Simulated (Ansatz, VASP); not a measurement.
InAs in VASP and in Ansatz

Contents of INCAR:

```
SYSTEM = InAs
PREC     = Accurate       ! precision mode
ENCUT    = 520            ! plane-wave cutoff, eV
EDIFF    = 1E-8           ! SCF threshold, eV
ISMEAR   = -1             ! smearing method
SIGMA    = 0.08           ! smearing width, eV
LREAL    = .False.        ! projectors in reciprocal space
LASPH    = .True.         ! aspherical terms in the spheres
NELM     = 60             ! most SCF steps
ALGO     = Normal         ! electronic algorithm
ISIF     = 2              ! what is computed and relaxed
LWAVE    = .False.        ! write WAVECAR
LCHARG   = .False.        ! write CHGCAR
GGA      = PE             ! functional
LEFG     = .True.       
NBANDS   = 16             ! bands
```

KPOINTS

```
regular mesh
0
Gamma
  10 10 10
  0 0 0
```

POSCAR

```
InAs
1.0
    0.0000000000      3.0833091750      3.0833091750
    3.0833091750      0.0000000000      3.0833091750
    3.0833091750      3.0833091750      0.0000000000
In As
1 1
Direct
    0.0000000000      0.0000000000      0.0000000000
    0.7500000000      0.7500000000      0.7500000000
```

Input for Ansatz:

```yaml
crystal:
  lattice:
    - [0.0, 3.083309175, 3.083309175]
    - [3.083309175, 0.0, 3.083309175]
    - [3.083309175, 3.083309175, 0.0]
  atoms:
    - { symbol: In, position: [0.0, 0.0, 0.0] }
    - { symbol: As, position: [0.75, 0.75, 0.75] }
kpoints:
  mp_grid: { grid: [10, 10, 10] }
scf:
  occupations: { method: fermi_dirac, width: 0.08 }
hamiltonian:
  xc: pbe
  pseudopotentials: { kind: paw }
output:
  forces: true
  stress: true
  eigenvalues: true
  efg: { contact_densities: true }
  write_density: true
  write_potential: true
  elf: true
  volumetric_format: npy
```

Change from the starting cell: volume scaled by 1.06, PAW files.

Alike in both runs: task electric field gradients; functional PBE; k mesh 10 × 10 × 10; occupations fermi-dirac, width 0.08 eV; no spin polarisation.

|  | VASP | Ansatz |
| --- | --- | --- |
| version | VASP 6.6.1 | Ansatz 0.2.0 |
| potentials or method | VASP PAW PBE potentials, release 64 (In_d, As) | PAW with Ansatz's default frozen-core files, scalar-relativistic |
| plane-wave cutoff (eV) | 520 | 420 |
| valence electrons in the cell | 18 | 28 |

```tsv
	VASP	Ansatz	Ansatz less VASP
pressure (GPa)	0.5	0.5	-0.05
```

With one functional, cell and mesh, what is left measures potentials, basis and numerics. VASP's potentials hold 18 valence electrons a cell and Ansatz's 28, so a difference there can come from the potentials and not from the codes.
